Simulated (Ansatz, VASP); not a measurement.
**One calculation of MgO, two programs**

```xyz
2
Lattice="2.1678 0.0000 0.0000 0.0000 2.1678 0.0000 0.0000 0.0000 2.1678" Properties=species:S:1:pos:R:3 pbc="T T T"
Mg    0.0000    0.0000    0.0000
O     1.0839    1.0839    1.0839
```

Alike in both runs: task single point; functional LDA; k mesh 12 × 12 × 12; no spin polarisation.

```csv
,VASP,Ansatz
version,VASP 6.6.1,Ansatz 0.2.0
potentials or method,"VASP PAW LDA potentials, release 64 (Mg, O), cutoff 600 eV","scalar-relativistic, plane waves, PAW"
occupations,"gaussian, width 0.01 eV",fixed
valence electrons in the cell,8,16
```

```tsv
	VASP	Ansatz	Ansatz less VASP
gap on the k mesh at the Fermi level (eV)	6.77	6.76	-0.012
least direct gap on the mesh (eV)	6.77	6.76	-0.012
```

LDA's correlation is that of Perdew and Zunger in VASP and of Perdew and Wang (1992) in Ansatz. VASP's potentials hold 8 valence electrons a cell and Ansatz's 16, so a difference there can come from the potentials and not from the codes.
